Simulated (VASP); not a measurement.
# Au2O3H4 in VASP: single point with PBE

Aim: the single point of Au2O3H4 with PBE.

All numbers are computed with VASP 6.6.1; they aren't measurements. Logs are shortened: lines on timing, memory, paths and dates and some standing lists are left out, and cuts for length are marked.

### 1 The cell of the first run

The cell holds a molecule in a box, 9 atoms: a = 10.550 Å, b = 9.630 Å, c = 17.780 Å, α = 90.00°, β = 90.00°, γ = 90.00°.

### 2 Single point, PBE

INCAR

```
SYSTEM = H4Au2O3
PREC = Accurate
ENCUT = 520
EDIFF = 1E-6
ISMEAR = 0
SIGMA = 0.01
LREAL = .FALSE.
LASPH = .TRUE.
NELM = 120
ALGO = Normal
ISIF = 2
LWAVE = .FALSE.
LCHARG = .FALSE.
GGA = PE
NBANDS = 40
GGA_COMPAT = .FALSE.
NELMDL = -8
```

KPOINTS

```
Automatic mesh
0
G
  1 1 1
  0 0 0
```

POSCAR

```
H4Au2O3
1.0
   10.5500000000      0.0000000000      0.0000000000
    0.0000000000      9.6300000000      0.0000000000
    0.0000000000      0.0000000000     17.7800000000
Au O H
2 3 4
Direct
    0.5001545000      0.4925887900      0.6075213700
    0.5001545000      0.5072429900      0.3923250800
    0.5001545000      0.4999158900      0.4999235100
    0.5001545000      0.4814205600      0.7281406100
    0.5001545000      0.5184112100      0.2717058500
    0.5737687200      0.5325420600      0.7467530900
    0.4265402800      0.5325420600      0.7467530900
    0.5737687200      0.4672897200      0.2530933600
    0.4265402800      0.4672897200      0.2530933600
```

Potentials or basis: VASP PAW PBE potentials, release 64 (Au_sv_GW, O, H).

Started as:

```sh
> cat potpaw_PBE.64/Au_sv_GW/POTCAR potpaw_PBE.64/O/POTCAR potpaw_PBE.64/H/POTCAR > POTCAR
> mpirun -np 1 vasp_gam > vasp.out
```

OUTCAR:

```text
SYSTEM = H4Au2O3
   PREC = Accurate
   ENCUT = 520
   EDIFF = 1E-6
   ISMEAR = 0
   LREAL = .FALSE.
   LASPH = .TRUE.
   NELM = 120
   ISIF = 2
   GGA = PE
   NELMDL = -8

 ion  position               nearest neighbor table
   1  0.500  0.493  0.608-   3 1.91   4 2.15
   2  0.500  0.507  0.392-   3 1.91   5 2.15
   3  0.500  0.500  0.500-   1 1.91   2 1.91
   4  0.500  0.481  0.728-   6 0.98   7 0.98   1 2.15
   5  0.500  0.518  0.272-   8 0.98   9 0.98   2 2.15
   6  0.574  0.533  0.747-   4 0.98
   7  0.427  0.533  0.747-   4 0.98
   8  0.574  0.467  0.253-   5 0.98
   9  0.427  0.467  0.253-   5 0.98

  LATTYP: Found a simple orthorhombic cell.
 ALAT       =     9.6300000000
 B/A-ratio  =     1.0955347871
 C/A-ratio  =     1.8463136033

  Lattice vectors:

 A1 = (   0.0000000000,  -9.6300000000,   0.0000000000)
 A2 = (  10.5500000000,   0.0000000000,   0.0000000000)
 A3 = (   0.0000000000,   0.0000000000,  17.7800000000)

Analysis of symmetry for initial positions (statically):
=====================================================================
 Subroutine PRICEL returns:
 Original cell was already a primitive cell.

 Routine SETGRP: Setting up the symmetry group for a
 simple orthorhombic supercell.

 Subroutine GETGRP returns: Found  4 space group operations
 (whereof  1 operations were pure point group operations)
 out of a pool of  8 trial point group operations.

The static configuration has the point symmetry C_1 .
 The point group associated with its full space group is C_2h.

Analysis of symmetry for dynamics (positions and initial velocities):
=====================================================================
 Subroutine PRICEL returns:
 Original cell was already a primitive cell.

 Routine SETGRP: Setting up the symmetry group for a
 simple orthorhombic supercell.

 Subroutine GETGRP returns: Found  4 space group operations
 (whereof  1 operations were pure point group operations)
 out of a pool of  8 trial point group operations.

The dynamic configuration has the point symmetry C_1 .
 The point group associated with its full space group is C_2h.

 Subroutine INISYM returns: Found  4 space group operations
 (whereof  1 operations are pure point group operations),
 and found     1 'primitive' translations
[... 87 lines left out ...]
   EDIFFG = 0.1E-04   stopping-criterion for IOM
   NSW    =      0    number of steps for IOM
   IBRION =     -1    ionic relax: 0-MD 1-quasi-New 2-CG
   NFREE  =      0    steps in history (QN), initial steepest desc. (CG)
   ISIF   =      2    stress and relaxation
   ISYM   =      2    0-nonsym 1-usesym 2-fastsym
   POTIM  = 0.5000    time-step for ionic-motion
   TEBEG  =    0.0;   TEEND  =   0.0 temperature during run
   PSTRESS=    0.0 pullay stress
   NELECT =      60.0000    total number of electrons
   NUPDOWN=      -1.0000    fix difference up-down
   EMIN   =  10.00;   EMAX   =-10.00  energy-range for DOS
   EFERMI =   0.00;   METHOD = LEGACY
   ISMEAR =     0;   SIGMA  =   0.01  broadening in eV -4-tet -1-fermi 0-gaus
   EFERMI_NEDOS =   21; number of points for ismear=-14 and -15
   IALGO  =     38    algorithm
   IMIX   =      4    mixing-type and parameters
     AMIX     =   0.40;   BMIX     =  1.00
     AMIX_MAG =   1.60;   BMIX_MAG =  1.00
  volume/ion in A,a.u.               =     200.71      1354.45
  Fermi-wavevector in a.u.,A,eV,Ry     =   0.526246  0.994460  3.767921  0.276934
  Thomas-Fermi vector in A             =   1.546850
   LORBIT       =      0    0 simple, 1 ext, 2 COOP (PROOUT), +10 PAW based schemes
   GGA     = PE    functional components
   LHFCALC =     F    Hartree Fock is set to
   AEXX    =    0.0000 exact exchange contribution
   IVDW    =     0    specifies the selected vdW correction
   LEPSILON=     F    determine dielectric tensor
   LRPA    =     F    only Hartree local field effects (RPA)
 non-spin polarized calculation
 Gauss-broadening in eV      SIGMA  =   0.01
  energy-cutoff  :      520.00
  volume of cell :     1806.39
 maximum number of plane-waves:     24356
 NGX is ok and might be reduce to    80
   NGX = 39   NGY = 35   NGZ = 67

 number of electron      60.0000000 magnetization

 Free energy of the ion-electron system (eV)
  ---------------------------------------------------
  ext. energy  EPLUGINS =         0.00000000
  ---------------------------------------------------
  free energy    TOTEN  =       -35.60496352 eV

  energy without entropy =      -35.60496352  energy(sigma->0) =      -35.60496352

 E-fermi :  -3.0477     XC(G=0):  -1.1840

 val. band max:       -3.1913800655   @ k =   0.0000   0.0000   0.0000
 cond. band min:      -2.1208683863   @ k =   0.0000   0.0000   0.0000
 fundamental gap:      1.0705116793
 Fermi energy:        -3.0477407876

 k-point     1 :       0.0000    0.0000    0.0000
  band No.  band energies     occupation
      1    -107.8395      2.00000
      2    -107.8393      2.00000
      3     -59.6129      2.00000
      4     -59.6101      2.00000
      5     -58.9766      2.00000
      6     -58.9764      2.00000
[... 32 lines left out ...]
     39       0.9737      0.00000
     40       0.9879      0.00000

------------------------ aborting loop because EDIFF is reached ----------------------------------------

  FORCE on cell =-STRESS in cart. coord.  units (eV):
  Direction    XX          YY          ZZ          XY          YZ          ZX
  --------------------------------------------------------------------------------------
  -------------------------------------------------------------------------------------
  Total       -0.2884010     -0.3967571     -2.3270205      0.0000000     -0.1180257      0.0000000
  in kB       -0.2557979     -0.3519045     -2.0639553      0.0000000     -0.1046831      0.0000000
  external PRESSURE =      -0.8905525 kB  Pullay stress =       0.0000000 kB

 VOLUME and BASIS-vectors are now :
 -----------------------------------------------------------------------------
  energy-cutoff  :      520.00
  volume of cell :     1806.39
      direct lattice vectors                 reciprocal lattice vectors
    10.550000000  0.000000000  0.000000000     0.094786730  0.000000000  0.000000000
     0.000000000  9.630000000  0.000000000     0.000000000  0.103842160  0.000000000
     0.000000000  0.000000000 17.780000000     0.000000000  0.000000000  0.056242970

 POSITION                                       TOTAL-FORCE (eV/Angst)
 -----------------------------------------------------------------------------------
      5.27663      4.74363     10.80173         0.000000      0.027583     -0.067291
      5.27663      4.88475      6.97554         0.000000     -0.027583      0.067291
      5.27663      4.81419      8.88864         0.000000      0.000000      0.000000
      5.27663      4.63608     12.94634         0.000000      0.096627      0.096876
      5.27663      4.99230      4.83093         0.000000     -0.096627     -0.096876
      6.05326      5.12838     13.27727        -0.005021     -0.056864     -0.139083
      4.50000      5.12838     13.27727         0.005021     -0.056864     -0.139083
      6.05326      4.50000      4.50000        -0.005021      0.056864      0.139083
      4.50000      4.50000      4.50000         0.005021      0.056864      0.139083
 -----------------------------------------------------------------------------------
    total drift:                                0.000047     -0.000075     -0.003157

  FREE ENERGIE OF THE ION-ELECTRON SYSTEM (eV)
  ---------------------------------------------------
  free  energy   TOTEN  =       -35.6049635232 eV

  energy  without entropy=      -35.6049635232  energy(sigma->0) =      -35.60496352
```

OSZICAR:

```text
N       E                     dE             d eps       ncg     rms          rms(c)
DAV:   1     0.792341659134E+03    0.79234E+03   -0.25085E+04   112   0.104E+03
DAV:   2     0.241070188488E+03   -0.55127E+03   -0.53522E+03   144   0.569E+02
DAV:   3     0.247484986735E+02   -0.21632E+03   -0.21113E+03   152   0.245E+02
[... 23 lines left out ...]
DAV:  27    -0.356049480047E+02   -0.19682E-04   -0.85514E-07    72   0.827E-03    0.405E-03
DAV:  28    -0.356049559246E+02   -0.79200E-05   -0.83340E-07    88   0.879E-03    0.137E-03
DAV:  29    -0.356049599889E+02   -0.40643E-05   -0.47224E-07    72   0.733E-03    0.582E-04
DAV:  30    -0.356049627347E+02   -0.27458E-05   -0.46619E-07    72   0.700E-03    0.888E-04
DAV:  31    -0.356049635232E+02   -0.78849E-06   -0.30365E-07    88   0.667E-03
   1 F= -.35604964E+02 E0= -.35604964E+02  d E =-.140196E-91
```

stdout:

```text
POSCAR found type information on POSCAR AuO H
 POSCAR found :  3 types and       9 ions
 scaLAPACK will be used
 LDA part: xc-table for (Slater+PW92), standard interpolation
 POSCAR, INCAR and KPOINTS ok, starting setup
 FFT: planning ... GRIDC
 FFT: planning ... GRID_SOFT
 FFT: planning ... GRID
 WAVECAR not read
 entering main loop
```

Run time: 5.5 min. Hardware: 1 thread of Intel Xeon Platinum 8488C (Sapphire Rapids), shared host; peak memory 1.3 GiB.

Results:

```
Free energy                     : -35.6050 eV
Largest force                   : 0.150 eV/Å
Gap between the frontier levels : 1.07 eV
```

Forces in eV/Å, atoms in the order of the input:
```
Au   0.000  0.028 -0.067
Au   0.000 -0.028  0.067
O    0.000  0.000  0.000
O    0.000  0.097  0.097
O    0.000 -0.097 -0.097
H   -0.005 -0.057 -0.139
H    0.005 -0.057 -0.139
H   -0.005  0.057  0.139
H    0.005  0.057  0.139
```

Caveat: spin-orbit coupling is left out, which moves the levels of the heavy elements.
